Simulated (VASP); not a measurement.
Cd, 2 atoms in the cell. It takes space group P6_3/mmc (No. 194, hexagonal). The conventional cell has a = 2.926 Å, b = 2.926 Å, c = 5.362 Å, α = 90.00°, β = 90.00°, γ = 120.00°. Cd (site symmetry -6m2) has 12 Cd at 2.93 to 3.17 Å within 3.9 Å. 

* Program: VASP 6.6.1
* Task: single point
* Functional: LDA
* Potentials or basis: VASP PAW LDA potentials, release 64 (Cd)
* Cutoff: 520 eV
* k mesh: 13 × 13 × 6
* Occupations: fermi-dirac, width 0.08 eV
* Spin: no spin polarisation
* Dipole correction: no
* Further INCAR settings: ALGO = Normal; EDIFF = 1e-06; NBANDS = 19

Potentials or basis: VASP PAW LDA potentials, release 64 (Cd).

The run is started by

```bash
$ cat potpaw_LDA.64/Cd/POTCAR > POTCAR
$ mpirun -np 1 vasp_std > vasp.out
```

Hardware: 1 thread of AMD EPYC 7R43 64-Core Processor (Zen 3), on a shared host.

Problem. Estimate the wall time of this run.

Solution. It took 57 s on 1 thread of AMD EPYC 7R43 64-Core Processor (Zen 3) (shared host), peak memory 0.14 GiB. Counts: scf iterations 11, k points 84.
